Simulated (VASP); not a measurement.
# Sc (Pm-3m) in VASP: further runs

Sc is run at these levels: r2SCAN; tasks: single point.

All numbers are computed with VASP 6.6.1; they aren't measurements. Logs are shortened: lines on timing, memory, paths and dates and some standing lists are left out, and cuts for length are marked.

**1. The cell of the first run**

It takes space group Pm-3m (No. 221, cubic). The conventional cell has a = 2.962 Å, b = 2.962 Å, c = 2.962 Å, α = 90.00°, β = 90.00°, γ = 90.00°. Sc (site symmetry m-3m) has 6 Sc at 2.96 Å within 3.9 Å.

This isn't the form of Sc at room conditions, which is hcp.

**2. Single point, r2SCAN**

POSCAR reads:

```
Sc
1.0
    2.9619194207      0.0000000000      0.0000000000
    0.0000000000      2.9619194207      0.0000000000
    0.0000000000      0.0000000000      2.9619194207
Sc
1
Direct
    0.0000000000      0.0000000000      0.0000000000
```

INCAR.step1 reads:

```
PREC     = Accurate       # precision mode
ENCUT    = 520            # plane-wave cutoff, eV
ISMEAR   = -1             # smearing method
SIGMA    = 0.1            # smearing width, eV
LREAL    = F              # projectors in reciprocal space
LASPH    = T              # aspherical terms in the spheres
NELM     = 100            # most SCF steps
NBANDS   = 12             # bands
GGA      = PE             # functional
ALGO     = Normal         # electronic algorithm
EDIFF    = 1E-4           # SCF threshold, eV
LWAVE    = T              # write WAVECAR
LCHARG   = F              # write CHGCAR
```

INCAR.step2 reads:

```
PREC     = Accurate       # precision mode
ENCUT    = 520            # plane-wave cutoff, eV
EDIFF    = 1E-6           # SCF threshold, eV
ISMEAR   = -1             # smearing method
SIGMA    = 0.1            # smearing width, eV
LREAL    = F              # projectors in reciprocal space
LASPH    = T              # aspherical terms in the spheres
NELM     = 100            # most SCF steps
ALGO     = Normal         # electronic algorithm
ISIF     = 2              # what is computed and relaxed
LWAVE    = F              # write WAVECAR
LCHARG   = F              # write CHGCAR
METAGGA  = R2SCAN         # meta-GGA
LMIXTAU  = T            
NBANDS   = 12             # bands
ISTART   = 1
```

KPOINTS reads:

```
regular mesh
0
Gamma
  10 10 10
```

Potentials or basis: VASP PAW PBE potentials, release 64 (Sc_sv).

On the command line:

```
> cat potpaw_PBE.64/Sc_sv/POTCAR > POTCAR
> cp INCAR.step1 INCAR
> mpirun -np 1 vasp_std > vasp.out
> cp INCAR.step2 INCAR
> mpirun -np 1 vasp_std > vasp.out
```

OUTCAR:

```text
PREC = Accurate
   ENCUT = 520
   EDIFF = 1E-6
   ISMEAR = -1
   LREAL = F
   LASPH = T
   NELM = 100
   ISIF = 2
   METAGGA = R2SCAN
   ISTART = 1

 ion  position               nearest neighbor table
   1  0.000  0.000  0.000-

  LATTYP: Found a simple cubic cell.
 ALAT       =     2.9619194207

  Lattice vectors:

 A1 = (   2.9619194207,   0.0000000000,   0.0000000000)
 A2 = (   0.0000000000,   2.9619194207,   0.0000000000)
 A3 = (   0.0000000000,   0.0000000000,   2.9619194207)

Analysis of symmetry for initial positions (statically):
=====================================================================
 Subroutine PRICEL returns:
 Original cell was already a primitive cell.

 Routine SETGRP: Setting up the symmetry group for a
 simple cubic supercell.

 Subroutine GETGRP returns: Found 48 space group operations
 (whereof 48 operations were pure point group operations)
 out of a pool of 48 trial point group operations.

The static configuration has the point symmetry O_h .

Analysis of symmetry for dynamics (positions and initial velocities):
=====================================================================
 Subroutine PRICEL returns:
 Original cell was already a primitive cell.

 Routine SETGRP: Setting up the symmetry group for a
 simple cubic supercell.

 Subroutine GETGRP returns: Found 48 space group operations
 (whereof 48 operations were pure point group operations)
 out of a pool of 48 trial point group operations.

The dynamic configuration has the point symmetry O_h .

 Subroutine INISYM returns: Found 48 space group operations
 (whereof 48 operations are pure point group operations),
 and found     1 'primitive' translations

----------------------------------------------------------------------------------------

                                     Primitive cell

  volume of cell :      25.9848

  direct lattice vectors                    reciprocal lattice vectors
     2.961919421  0.000000000  0.000000000     0.337618908  0.000000000  0.000000000
     0.000000000  2.961919421  0.000000000     0.000000000  0.337618908  0.000000000
     0.000000000  0.000000000  2.961919421     0.000000000  0.000000000  0.337618908

  length of vectors
     2.961919421  2.961919421  2.961919421     0.337618908  0.337618908  0.337618908

  position of ions in fractional coordinates (direct lattice)
     0.000000000  0.000000000  0.000000000

  ion indices of the primitive-cell ions
   primitive index   ion index
                 1           1

----------------------------------------------------------------------------------------

 KPOINTS: regular mesh

Automatic generation of k-mesh.
 Grid dimensions read from file:
 generate k-points for:   10   10   10

 Generating k-lattice:

  Cartesian coordinates                     Fractional coordinates (reciprocal lattice)
     0.033761891  0.000000000  0.000000000     0.100000000  0.000000000  0.000000000
     0.000000000  0.033761891  0.000000000     0.000000000  0.100000000  0.000000000
     0.000000000  0.000000000  0.033761891     0.000000000  0.000000000  0.100000000

  Length of vectors
     0.033761891  0.033761891  0.033761891

  Shift w.r.t. Gamma in fractional coordinates (k-lattice)
     0.000000000  0.000000000  0.000000000

 Subroutine IBZKPT returns following result:
 ===========================================

 Found     56 irreducible k-points:

 Following reciprocal coordinates:
            Coordinates               Weight
  0.000000  0.000000  0.000000      1.000000
  0.100000  0.000000  0.000000      6.000000
  0.200000  0.000000  0.000000      6.000000
  0.300000  0.000000  0.000000      6.000000
  0.400000  0.000000  0.000000      6.000000
  0.500000  0.000000  0.000000      3.000000
[... 16 lines left out ...]
  0.200000  0.100000  0.100000     24.000000
  0.300000  0.100000  0.100000     24.000000
 [... further k-points ...]
   k-points           NKPTS =     56   k-points in BZ     NKDIM =     56   number of bands    NBANDS=     12
   number of dos      NEDOS =    301   number of ions     NIONS =      1
   total plane-waves  NPLWV =  13824
   dimension x,y,z NGX =    24 NGY =   24 NGZ =   24
   dimension x,y,z NGXF=    48 NGYF=   48 NGZF=   48
   ions per type =               1
   NGX,Y,Z   is equivalent  to a cutoff of  13.47, 13.47, 13.47 a.u.
   NGXF,Y,Z  is equivalent  to a cutoff of  26.94, 26.94, 26.94 a.u.
 SYSTEM =  unknown system
   PREC   = accura    normal or accurate (medium, high low for compatibility)
   ISTART =      1    job   : 0-new  1-cont  2-samecut
   ICHARG =      0    charge: 1-file 2-atom 10-const
   ISPIN  =      1    spin polarized calculation?
   LNONCOLLINEAR =      F non collinear calculations
   LSORBIT =      F    spin-orbit coupling
   LASPH  =      T    aspherical Exc in radial PAW
   ENCUT  =  520.0 eV  38.22 Ry    6.18 a.u.   5.51  5.51  5.51*2*pi/ulx,y,z
   NELM   =    100;   NELMIN=  2; NELMDL=  0     # of ELM steps
   EDIFF  = 0.1E-05   stopping-criterion for ELM
   LREAL  =      F    real-space projection
   EDIFFG = 0.1E-04   stopping-criterion for IOM
   NSW    =      0    number of steps for IOM
   IBRION =     -1    ionic relax: 0-MD 1-quasi-New 2-CG
   NFREE  =      0    steps in history (QN), initial steepest desc. (CG)
   ISIF   =      2    stress and relaxation
   ISYM   =      2    0-nonsym 1-usesym 2-fastsym
   POTIM  = 0.5000    time-step for ionic-motion
   TEBEG  =    0.0;   TEEND  =   0.0 temperature during run
   PSTRESS=    0.0 pullay stress
   NELECT =      11.0000    total number of electrons
   NUPDOWN=      -1.0000    fix difference up-down
   EMIN   =  10.00;   EMAX   =-10.00  energy-range for DOS
   EFERMI =   0.00;   METHOD = LEGACY
   ISMEAR =    -1;   SIGMA  =   0.10  broadening in eV -4-tet -1-fermi 0-gaus
   EFERMI_NEDOS =   21; number of points for ismear=-14 and -15
   IALGO  =     38    algorithm
   IMIX   =      4    mixing-type and parameters
     AMIX     =   0.40;   BMIX     =  1.00
     AMIX_MAG =   1.60;   BMIX_MAG =  1.00
  volume/ion in A,a.u.               =      25.98       175.35
  Fermi-wavevector in a.u.,A,eV,Ry     =   1.229228  2.322904 20.558427  1.511002
  Thomas-Fermi vector in A             =   2.364123
   LORBIT       =      0    0 simple, 1 ext, 2 COOP (PROOUT), +10 PAW based schemes
   METAGGA = R2SCAN    functional components
   LHFCALC =     F    Hartree Fock is set to
   AEXX    =    0.0000 exact exchange contribution
   IVDW    =     0    specifies the selected vdW correction
   LEPSILON=     F    determine dielectric tensor
   LRPA    =     F    only Hartree local field effects (RPA)
 non-spin polarized calculation
  energy-cutoff  :      520.00
  volume of cell :       25.98
 maximum number of plane-waves:       739
 NGX is ok and might be reduce to    24
   NGX = 11   NGY = 11   NGZ = 11

 number of electron      10.9999997 magnetization

 Free energy of the ion-electron system (eV)
  ---------------------------------------------------
  ext. energy  EPLUGINS =         0.00000000
  ---------------------------------------------------
  free energy    TOTEN  =       -10.56910294 eV

  energy without entropy =      -10.48529624  energy(sigma->0) =      -10.52719959

 E-fermi :   3.6464     XC(G=0): -10.2967

 val. band max:        3.6187136024   @ k =   0.2000   0.2000   0.0000
 cond. band min:       3.6540828666   @ k =   0.3000   0.1000   0.0000
 fundamental gap:      0.0353692642
 Fermi energy:         3.6464214746

 k-point     1 :       0.0000    0.0000    0.0000
  band No.  band energies     occupation
      1     -48.2673      2.00000
      2     -25.6673      2.00000
      3     -25.6673      2.00000
      4     -25.6673      2.00000
      5      -1.8163      2.00000
      6       3.1730      1.98257
      7       3.1730      1.98257
      8       7.6087      0.00000
      9       7.6087      0.00000
     10       7.6087      0.00000
     11      16.4475      0.00000
     12      16.4475      0.00000

 k-point     2 :       0.1000    0.0000    0.0000
  band No.  band energies     occupation
      1     -48.2611      2.00000
      2     -25.7200      2.00000
      3     -25.6628      2.00000
      4     -25.6628      2.00000
      5      -1.6028      2.00000
      6       3.2300      1.96939
      7       3.2931      1.94324
      8       7.4208      0.00000
      9       7.4208      0.00000
     10       7.6222      0.00000
     11      14.9819      0.00000
     12      16.8050      0.00000

 k-point     3 :       0.2000    0.0000    0.0000
  band No.  band energies     occupation
      1     -48.2449      2.00000
      2     -25.8561      2.00000
      3     -25.6509      2.00000
      4     -25.6509      2.00000
      5      -0.9922      2.00000
      6       3.3838      1.86502
      7       3.5705      1.36256
      8       6.9738      0.00000
      9       6.9738      0.00000
     10       7.6579      0.00000
     11      12.7705      0.00000
     12      17.7650      0.00000
[... 286 lines left out ...]
 k-point    23 :       0.2000    0.1000    0.1000
  band No.  band energies     occupation
      1     -48.2327      2.00000
      2     -25.8453      2.00000
      3     -25.7004      2.00000
      4     -25.6947      2.00000
      5      -0.5978      2.00000
      6       3.6021      1.21782
      7       3.7511      0.51960
      8       6.7577      0.00000
      9       6.7750      0.00000
     10       7.3010      0.00000
     11      13.2796      0.00000
     12      16.2459      0.00000

 k-point    24 :       0.3000    0.1000    0.1000
  band No.  band energies     occupation
      1     -48.2128      2.00000
      2     -26.0081      2.00000
      3     -25.6848      2.00000
      4     -25.6793      2.00000
      5       0.2894      2.00000
      6       3.8127      0.31889
      7       3.8892      0.16219
      8       6.2285      0.00000
      9       6.4422      0.00000
     10       7.3622      0.00000
     11      11.4136      0.00000
     12      17.0120      0.00000

 [... further k-points ...]

------------------------ aborting loop because EDIFF is reached ----------------------------------------

  FORCE on cell =-STRESS in cart. coord.  units (eV):
  Direction    XX          YY          ZZ          XY          YZ          ZX
  --------------------------------------------------------------------------------------
  -------------------------------------------------------------------------------------
  Total        0.0239650      0.0239650      0.0239650     -0.0000000     -0.0000000      0.0000000
  in kB        1.4776399      1.4776399      1.4776399     -0.0000000     -0.0000000      0.0000000
  external PRESSURE =       1.4776399 kB  Pullay stress =       0.0000000 kB

 VOLUME and BASIS-vectors are now :
 -----------------------------------------------------------------------------
  energy-cutoff  :      520.00
  volume of cell :       25.98
      direct lattice vectors                 reciprocal lattice vectors
     2.961919421  0.000000000  0.000000000     0.337618908  0.000000000  0.000000000
     0.000000000  2.961919421  0.000000000     0.000000000  0.337618908  0.000000000
     0.000000000  0.000000000  2.961919421     0.000000000  0.000000000  0.337618908

 POSITION                                       TOTAL-FORCE (eV/Angst)
 -----------------------------------------------------------------------------------
      0.00000      0.00000      0.00000         0.000000      0.000000      0.000000
 -----------------------------------------------------------------------------------
    total drift:                                0.000000     -0.000000     -0.000000

  FREE ENERGIE OF THE ION-ELECTRON SYSTEM (eV)
  ---------------------------------------------------
  free  energy   TOTEN  =       -10.5691029364 eV

  energy  without entropy=      -10.4852962411  energy(sigma->0) =      -10.52719959
```

Wall time 34 s (1 thread of AMD EPYC 9R45 (Zen 5), shared host); peak memory 0.12 GiB.

What came out:

| Property | Result |
| --- | --- |
| Free energy | -10.5691 eV |
| Pressure | 0.1 GPa |
| Band gap on the k mesh | zero (an odd number of electrons rules out a gap without spin polarisation) |

Levels at points of the mesh, in eV from the Fermi level:
| k point | band 3 | band 4 | band 5 | band 6 | band 7 | band 8 |
| --- | --- | --- | --- | --- | --- | --- |
| (0.00, 0.00, 0.00) | -29.31 | -29.31 | -5.46 | -0.47 | -0.47 | 3.96 |
| (0.50, 0.00, 0.00) | -29.27 | -29.27 | -1.75 | -0.86 | 0.18 | 2.36 |
| (0.50, 0.50, 0.00) | -29.77 | -29.22 | -1.95 | 0.32 | 2.74 | 2.74 |
| (0.50, 0.50, 0.50) | -29.70 | -29.70 | -0.53 | -0.53 | -0.53 | 4.89 |

Caveat: the PAW data sets were made with another functional, which shifts forces and pressure a little.

**3. Single point, r2SCAN (22.87 Å³/atom)**

This run uses another cell than the first one, of 22.87 Å³/atom.

POSCAR reads:

```
Sc
1.0
    2.8383599055      0.0000000000      0.0000000000
    0.0000000000      2.8383599055      0.0000000000
    0.0000000000      0.0000000000      2.8383599055
Sc
1
Direct
    0.0000000000      0.0000000000      0.0000000000
```

INCAR.step1 reads:

```
SYSTEM = Sc
ALGO = Normal ; EDIFF = 1E-4
ENCUT = 520 ; GGA = PE
ISMEAR = -1 ; LASPH = .True.
LCHARG = .False. ; LREAL = .False.
LWAVE = .True. ; NBANDS = 12
NELM = 80 ; PREC = Accurate
SIGMA = 0.1
```

INCAR.step2 reads:

```
SYSTEM = Sc
ALGO = Normal ; EDIFF = 1E-6
ENCUT = 520 ; ISIF = 2
ISMEAR = -1 ; ISTART = 1
LASPH = .True. ; LCHARG = .True.
LELF = .True. ; LMIXTAU = .True.
LREAL = .False. ; LVHAR = .True.
LWAVE = .False. ; METAGGA = R2SCAN
NBANDS = 12 ; NELM = 80
PREC = Accurate ; SIGMA = 0.1
```

KPOINTS reads:

```
k-points
0
Gamma
  12 12 12
  0 0 0
```

Potentials or basis: VASP PAW PBE potentials, release 64 (Sc_sv).

On the command line:

```
> cat potpaw_PBE.64/Sc_sv/POTCAR > POTCAR
> cp INCAR.step1 INCAR
> mpirun -np 1 vasp_std > vasp.out
> cp INCAR.step2 INCAR
> mpirun -np 1 vasp_std > vasp.out
```

OUTCAR:

```text
SYSTEM = Sc
   EDIFF = 1E-6
   ENCUT = 520
   ISIF = 2
   ISMEAR = -1
   ISTART = 1
   LASPH = .True.
   LREAL = .False.
   METAGGA = R2SCAN
   NELM = 80
   PREC = Accurate

 ion  position               nearest neighbor table
   1  0.000  0.000  0.000-

  LATTYP: Found a simple cubic cell.
 ALAT       =     2.8383599055

  Lattice vectors:

 A1 = (   2.8383599055,   0.0000000000,   0.0000000000)
 A2 = (   0.0000000000,   2.8383599055,   0.0000000000)
 A3 = (   0.0000000000,   0.0000000000,   2.8383599055)

[... 539 lines left out ...]
 [... further k-points ...]

------------------------ aborting loop because EDIFF is reached ----------------------------------------

  FORCE on cell =-STRESS in cart. coord.  units (eV):
  Direction    XX          YY          ZZ          XY          YZ          ZX
  --------------------------------------------------------------------------------------
  -------------------------------------------------------------------------------------
  Total        0.7923027      0.7923027      0.7923027      0.0000000      0.0000000     -0.0000000
  in kB       55.5135953     55.5135953     55.5135953      0.0000000      0.0000000     -0.0000000
  external PRESSURE =      55.5135953 kB  Pullay stress =       0.0000000 kB

 VOLUME and BASIS-vectors are now :
 -----------------------------------------------------------------------------
  energy-cutoff  :      520.00
  volume of cell :       22.87
      direct lattice vectors                 reciprocal lattice vectors
     2.838359905  0.000000000  0.000000000     0.352316138  0.000000000  0.000000000
     0.000000000  2.838359905  0.000000000     0.000000000  0.352316138  0.000000000
     0.000000000  0.000000000  2.838359905     0.000000000  0.000000000  0.352316138

 POSITION                                       TOTAL-FORCE (eV/Angst)
 -----------------------------------------------------------------------------------
      0.00000      0.00000      0.00000         0.000000      0.000000      0.000000
 -----------------------------------------------------------------------------------
    total drift:                               -0.000000     -0.000000     -0.000000

  FREE ENERGIE OF THE ION-ELECTRON SYSTEM (eV)
  ---------------------------------------------------
  free  energy   TOTEN  =       -10.5196118531 eV

  energy  without entropy=      -10.4448187421  energy(sigma->0) =      -10.48221530
```

OUTCAR.step1:

```text
SYSTEM = Sc
   EDIFF = 1E-4
   ENCUT = 520
   GGA = PE
   ISMEAR = -1
   LASPH = .True.
   LREAL = .False.
[... 576 lines left out ...]
 -----------------------------------------------------------------------------------
      0.00000      0.00000      0.00000         0.000000      0.000000      0.000000
 -----------------------------------------------------------------------------------
    total drift:                                0.000000     -0.000000     -0.000000

  FREE ENERGIE OF THE ION-ELECTRON SYSTEM (eV)
  ---------------------------------------------------
  free  energy   TOTEN  =        -5.4703257947 eV

  energy  without entropy=       -5.3899322790  energy(sigma->0) =       -5.43012904
```

It took 47 s on 1 thread of AMD EPYC 9R45 (Zen 5), shared host; peak memory 0.12 GiB.

What came out:

```yaml
Free_energy: -10.5196 eV
Pressure: 5.6 GPa
Band_gap_on_the_k_mesh: zero (an odd number of electrons rules out a gap without spin polarisation)
```

Caveat: the cell stands under pressure; the PAW data sets were made with another functional, which shifts forces and pressure a little.

**4. Single point, r2SCAN (23.91 Å³/atom)**

This run uses another cell than the first one, of 23.91 Å³/atom.

POSCAR reads:

```
Sc
1.0
    2.8807297327      0.0000000000      0.0000000000
    0.0000000000      2.8807297327      0.0000000000
    0.0000000000      0.0000000000      2.8807297327
Sc
1
Direct
    0.0000000000      0.0000000000      0.0000000000
```

INCAR.step1 reads:

```
  PREC = Accurate
  ENCUT = 520
  ISMEAR = -1
  SIGMA = 0.1
  LREAL = False
  LASPH = True
  NELM = 80
  NBANDS = 12
  GGA = PE
  ALGO = Normal
  EDIFF = 1E-4
  LWAVE = True
  LCHARG = False
```

INCAR.step2 reads:

```
  PREC = Accurate
  ENCUT = 520
  EDIFF = 1E-7
  ISMEAR = -1
  SIGMA = 0.1
  LREAL = False
  LASPH = True
  NELM = 80
  ALGO = Normal
  ISIF = 2
  LWAVE = False
  LCHARG = True
  METAGGA = R2SCAN
  LMIXTAU = True
  LELF = True
  LVHAR = True
  NBANDS = 12
  ISTART = 1
```

KPOINTS reads:

```
regular mesh
0
Gamma
  12 12 12
```

On the command line:

```
> cat potpaw_PBE.64/Sc_sv/POTCAR > POTCAR
> cp INCAR.step1 INCAR
> mpirun -np 1 vasp_std > vasp.out
> cp INCAR.step2 INCAR
> mpirun -np 1 vasp_std > vasp.out
```

Run time: 53 s. Hardware: 1 thread of AMD EPYC 9R45 (Zen 5), shared host; peak memory 0.13 GiB.

It converged, with:

```
Free energy            : -10.5487 eV
Pressure               : 3.4 GPa
Band gap on the k mesh : zero (an odd number of electrons rules out a gap without spin polarisation)
```

Levels at points of the mesh, in eV from the Fermi level:
| k point | band 3 | band 4 | band 5 | band 6 | band 7 | band 8 |
| --- | --- | --- | --- | --- | --- | --- |
| (0.00, 0.00, 0.00) | -29.10 | -29.10 | -5.61 | -0.57 | -0.57 | 4.31 |
| (0.50, 0.00, 0.00) | -29.04 | -29.04 | -1.71 | -0.79 | 0.16 | 2.51 |
| (0.50, 0.50, 0.00) | -29.68 | -28.98 | -2.24 | 0.40 | 2.94 | 2.94 |
| (0.50, 0.50, 0.50) | -29.58 | -29.58 | -0.68 | -0.68 | -0.68 | 5.36 |

Caveat: the cell stands under pressure; the PAW data sets were made with another functional, which shifts forces and pressure a little.

[end of part 1 of 2]
